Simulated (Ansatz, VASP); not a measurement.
# ZrB in VASP and in Ansatz

```
Zr B
1.0
     0.00000    2.64355    2.64355
     2.64355    0.00000    2.64355
     2.64355    2.64355    0.00000
Zr B
1 1
Direct
  0.25000 0.25000 0.25000
  0.00000 0.00000 0.00000
```

Alike in both runs: functional PBE; k mesh 18 × 18 × 18; occupations gaussian, width 0.1 eV; no spin polarisation.

Ansatz relaxed the structure, and its values are those at the end. VASP's run is a single point on that final structure, the one shown.

|  | VASP | Ansatz |
| --- | --- | --- |
| version | VASP 6.6.1 | Ansatz 0.2.0 |
| potentials or method | VASP PAW PBE potentials, release 64 (Zr_sv, B), cutoff 520 eV | scalar-relativistic, plane waves, PAW |
| valence electrons in the cell | 15 | 15 |

Ansatz gave:

* gap on the k mesh at the Fermi level (eV): none
* pressure (GPa): 0.0

**Question.** Estimate VASP's values.

**Answer.** gap on the k mesh at the Fermi level (eV): none; pressure (GPa): 0.1.

A gap of «none» marks a metal or a gap that the smearing closes. With one functional, cell and mesh, what is left measures potentials, basis and numerics.
